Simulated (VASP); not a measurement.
# MgS (F-43m) in VASP: notebook, part 2 of 2

VASP 6.6.1. The steps go on from the part before.

## 5. Single point, PBE

INCAR reads:

```
ALGO     = Normal         # electronic algorithm
EDIFF    = 1E-6           # SCF threshold, eV
ENCUT    = 600            # plane-wave cutoff, eV
GGA      = PE             # functional
GGA_COMPAT= False        
ISIF     = 2              # what is computed and relaxed
ISMEAR   = 0              # smearing method
ISYM     = 0            
LASPH    = True           # aspherical terms in the spheres
LCHARG   = False          # write CHGCAR
LREAL    = False          # projectors in reciprocal space
LWAVE    = False          # write WAVECAR
NBANDS   = 11             # bands
NELM     = 120            # most SCF steps
PREC     = Accurate       # precision mode
SIGMA    = 0.02           # smearing width, eV
```

KPOINTS reads:

```
k-points
0
Gamma
  8 8 8
```

POSCAR reads:

```
MgS
1.0
    0.0000000000      2.8486070147      2.8486070147
    2.8486070147      0.0000000000      2.8486070147
    2.8486070147      2.8486070147      0.0000000000
Mg S
1 1
Direct
    0.0000000000      0.0000000000      0.0000000000
    0.2500000000      0.2500000000      0.2500000000
```

Potentials or basis: VASP PAW PBE potentials, release 64 (Mg, S).

The run is started by

```bash
$ cat potpaw_PBE.64/Mg/POTCAR potpaw_PBE.64/S/POTCAR > POTCAR
$ mpirun -np 1 vasp_std > vasp.out
```

OUTCAR:

```text
EDIFF = 1E-6
   ENCUT = 600
   GGA = PE
   ISIF = 2
   ISMEAR = 0
   ISYM = 0
   LASPH = True
   LREAL = False
   NELM = 120
   PREC = Accurate

 ion  position               nearest neighbor table
   1  0.000  0.000  0.000-   2 2.47   2 2.47   2 2.47   2 2.47
   2  0.250  0.250  0.250-   1 2.47   1 2.47   1 2.47   1 2.47

IMPORTANT INFORMATION: All symmetrisations will be switched off!
NOSYMM: (Re-)initialisation of all symmetry stuff for point group C_1.

----------------------------------------------------------------------------------------

                                     Primitive cell

  volume of cell :      46.2304

  direct lattice vectors                    reciprocal lattice vectors
     0.000000000  2.848607015  2.848607015    -0.175524387  0.175524387  0.175524387
     2.848607015  0.000000000  2.848607015     0.175524387 -0.175524387  0.175524387
     2.848607015  2.848607015  0.000000000     0.175524387  0.175524387 -0.175524387

  length of vectors
     4.028538674  4.028538674  4.028538674     0.304017156  0.304017156  0.304017156

  position of ions in fractional coordinates (direct lattice)
     0.000000000  0.000000000  0.000000000
     0.250000000  0.250000000  0.250000000

  ion indices of the primitive-cell ions
   primitive index   ion index
                 1           1
                 2           2

----------------------------------------------------------------------------------------

 KPOINTS: k-points

Automatic generation of k-mesh.
 Grid dimensions read from file:
 generate k-points for:    8    8    8

 Generating k-lattice:

  Cartesian coordinates                     Fractional coordinates (reciprocal lattice)
    -0.021940548  0.021940548  0.021940548     0.125000000  0.000000000  0.000000000
     0.021940548 -0.021940548  0.021940548     0.000000000  0.125000000  0.000000000
     0.021940548  0.021940548 -0.021940548     0.000000000  0.000000000  0.125000000

  Length of vectors
     0.038002145  0.038002145  0.038002145

  Shift w.r.t. Gamma in fractional coordinates (k-lattice)
     0.000000000  0.000000000  0.000000000

 Subroutine IBZKPT returns following result:
 ===========================================

 Found    260 irreducible k-points:

 Following reciprocal coordinates:
            Coordinates               Weight
  0.000000  0.000000  0.000000      1.000000
  0.125000  0.000000  0.000000      2.000000
  0.000000  0.125000  0.000000      2.000000
  0.000000  0.000000  0.125000      2.000000
  0.125000  0.125000  0.125000      2.000000
  0.250000  0.000000  0.000000      2.000000
[... 16 lines left out ...]
  0.125000  0.000000  0.250000      2.000000
  0.125000  0.125000 -0.125000      2.000000
 [... further k-points ...]
   k-points           NKPTS =    260   k-points in BZ     NKDIM =    260   number of bands    NBANDS=     11
   number of dos      NEDOS =    301   number of ions     NIONS =      2
   total plane-waves  NPLWV =  32768
   dimension x,y,z NGX =    32 NGY =   32 NGZ =   32
   dimension x,y,z NGXF=    64 NGYF=   64 NGZF=   64
   ions per type =               1   1
   NGX,Y,Z   is equivalent  to a cutoff of  13.21, 13.21, 13.21 a.u.
   NGXF,Y,Z  is equivalent  to a cutoff of  26.41, 26.41, 26.41 a.u.
 SYSTEM =  unknown system
   PREC   = accura    normal or accurate (medium, high low for compatibility)
   ISTART =      0    job   : 0-new  1-cont  2-samecut
   ICHARG =      2    charge: 1-file 2-atom 10-const
   ISPIN  =      1    spin polarized calculation?
   LNONCOLLINEAR =      F non collinear calculations
   LSORBIT =      F    spin-orbit coupling
   LASPH  =      T    aspherical Exc in radial PAW
   ENCUT  =  600.0 eV  44.10 Ry    6.64 a.u.   8.05  8.05  8.05*2*pi/ulx,y,z
   NELM   =    120;   NELMIN=  2; NELMDL= -5     # of ELM steps
   EDIFF  = 0.1E-05   stopping-criterion for ELM
   LREAL  =      F    real-space projection
   EDIFFG = 0.1E-04   stopping-criterion for IOM
   NSW    =      0    number of steps for IOM
   IBRION =     -1    ionic relax: 0-MD 1-quasi-New 2-CG
   NFREE  =      0    steps in history (QN), initial steepest desc. (CG)
   ISIF   =      2    stress and relaxation
   ISYM   =      0    0-nonsym 1-usesym 2-fastsym
   POTIM  = 0.5000    time-step for ionic-motion
   TEBEG  =    0.0;   TEEND  =   0.0 temperature during run
   PSTRESS=    0.0 pullay stress
   NELECT =       8.0000    total number of electrons
   NUPDOWN=      -1.0000    fix difference up-down
   EMIN   =  10.00;   EMAX   =-10.00  energy-range for DOS
   EFERMI =   0.00;   METHOD = LEGACY
   ISMEAR =     0;   SIGMA  =   0.02  broadening in eV -4-tet -1-fermi 0-gaus
   EFERMI_NEDOS =   21; number of points for ismear=-14 and -15
   IALGO  =     38    algorithm
   IMIX   =      4    mixing-type and parameters
     AMIX     =   0.40;   BMIX     =  1.00
     AMIX_MAG =   1.60;   BMIX_MAG =  1.00
  volume/ion in A,a.u.               =      23.12       155.99
  Fermi-wavevector in a.u.,A,eV,Ry     =   0.912282  1.723962 11.323556  0.832258
  Thomas-Fermi vector in A             =   2.036659
   LORBIT       =      0    0 simple, 1 ext, 2 COOP (PROOUT), +10 PAW based schemes
   GGA     = PE    functional components
   LHFCALC =     F    Hartree Fock is set to
   AEXX    =    0.0000 exact exchange contribution
   IVDW    =     0    specifies the selected vdW correction
   LEPSILON=     F    determine dielectric tensor
   LRPA    =     F    only Hartree local field effects (RPA)
 non-spin polarized calculation
 Gauss-broadening in eV      SIGMA  =   0.02
  energy-cutoff  :      600.00
  volume of cell :       46.23
 maximum number of plane-waves:      1572
   NGX = 17   NGY = 17   NGZ = 17

 number of electron       8.0000001 magnetization

 Free energy of the ion-electron system (eV)
  ---------------------------------------------------
  ext. energy  EPLUGINS =         0.00000000
  ---------------------------------------------------
  free energy    TOTEN  =        -8.47324949 eV

  energy without entropy =       -8.47324949  energy(sigma->0) =       -8.47324949

 E-fermi :   1.0654     XC(G=0):  -8.3184

 val. band max:        0.9475896513   @ k =   0.0000   0.0000   0.0000
 cond. band min:       4.3132488101   @ k =   0.0000   0.0000   0.0000
 fundamental gap:      3.3656591588
 Fermi energy:         1.0653647533

 k-point     1 :       0.0000    0.0000    0.0000
  band No.  band energies     occupation
      1     -10.2587      2.00000
      2       0.9476      2.00000
      3       0.9476      2.00000
      4       0.9476      2.00000
      5       4.3132      0.00000
      6       8.8491      0.00000
      7       8.8491      0.00000
      8       8.8491      0.00000
      9      11.7394      0.00000
     10      11.7394      0.00000
     11      14.5157      0.00000

 k-point     2 :       0.1250    0.0000    0.0000
  band No.  band energies     occupation
      1     -10.1746      2.00000
      2       0.2779      2.00000
      3       0.8955      2.00000
      4       0.8955      2.00000
      5       4.9686      0.00000
      6       8.6535      0.00000
      7       9.0232      0.00000
      8       9.0232      0.00000
      9      11.2862      0.00000
     10      11.2862      0.00000
     11      13.9744      0.00000

 k-point     3 :       0.0000    0.1250    0.0000
  band No.  band energies     occupation
      1     -10.1746      2.00000
      2       0.2779      2.00000
      3       0.8955      2.00000
      4       0.8955      2.00000
      5       4.9686      0.00000
      6       8.6535      0.00000
      7       9.0232      0.00000
      8       9.0232      0.00000
      9      11.2862      0.00000
     10      11.2862      0.00000
     11      13.9744      0.00000
[... 267 lines left out ...]
 k-point    23 :       0.1250    0.0000    0.2500
  band No.  band energies     occupation
      1      -9.9735      2.00000
      2      -0.5768      2.00000
      3       0.6100      2.00000
      4       0.6450      2.00000
      5       5.9930      0.00000
      6       8.0335      0.00000
      7       9.0367      0.00000
      8       9.5625      0.00000
      9      10.3965      0.00000
     10      12.1682      0.00000
     11      14.3075      0.00000

 k-point    24 :       0.1250    0.1250   -0.1250
  band No.  band energies     occupation
      1      -9.9735      2.00000
      2      -0.5768      2.00000
      3       0.6100      2.00000
      4       0.6450      2.00000
      5       5.9930      0.00000
      6       8.0335      0.00000
      7       9.0367      0.00000
      8       9.5625      0.00000
      9      10.3965      0.00000
     10      12.1682      0.00000
     11      14.3075      0.00000

 [... further k-points ...]

------------------------ aborting loop because EDIFF is reached ----------------------------------------

  FORCE on cell =-STRESS in cart. coord.  units (eV):
  Direction    XX          YY          ZZ          XY          YZ          ZX
  --------------------------------------------------------------------------------------
  -------------------------------------------------------------------------------------
  Total       -0.0352285     -0.0352267     -0.0352276     -0.0000031      0.0000012      0.0000003
  in kB       -1.2208906     -1.2208307     -1.2208606     -0.0001089      0.0000430      0.0000094
  external PRESSURE =      -1.2208606 kB  Pullay stress =       0.0000000 kB

 VOLUME and BASIS-vectors are now :
 -----------------------------------------------------------------------------
  energy-cutoff  :      600.00
  volume of cell :       46.23
      direct lattice vectors                 reciprocal lattice vectors
     0.000000000  2.848607015  2.848607015    -0.175524387  0.175524387  0.175524387
     2.848607015  0.000000000  2.848607015     0.175524387 -0.175524387  0.175524387
     2.848607015  2.848607015  0.000000000     0.175524387  0.175524387 -0.175524387

 POSITION                                       TOTAL-FORCE (eV/Angst)
 -----------------------------------------------------------------------------------
      0.00000      0.00000      0.00000        -0.000000     -0.000000      0.000000
      1.42430      1.42430      1.42430         0.000000      0.000000     -0.000000
 -----------------------------------------------------------------------------------
    total drift:                               -0.000000     -0.000000      0.000000

  FREE ENERGIE OF THE ION-ELECTRON SYSTEM (eV)
  ---------------------------------------------------
  free  energy   TOTEN  =        -8.4732494934 eV

  energy  without entropy=       -8.4732494934  energy(sigma->0) =       -8.47324949
```

Wall time 2.2 min (1 thread of Intel Xeon 8259CL, shared host); peak memory 0.31 GiB.

What came out:

```
Free energy            : -8.4732 eV
Pressure               : -0.1 GPa
Band gap on the k mesh : 3.37 eV, direct
```

## 6. Overview

```tsv
task	cell	smearing	gap on the mesh (eV)	pressure (GPa)
single point	as given	gaussian 0.02 eV	3.37	-0.1
single point	as given	gaussian 0.01 eV	3.37	-0.1
relaxation of cell and atoms	relaxed	gaussian 0.01 eV	3.38	0.0
```

Alike in all rows: level PBE; potentials or basis VASP PAW PBE potentials, release 64 (Mg, S); no spin polarisation; k mesh 8 × 8 × 8; cutoff (eV) 600.

Total energies depend on the potentials used, so only differences within one code and one set of settings carry meaning.
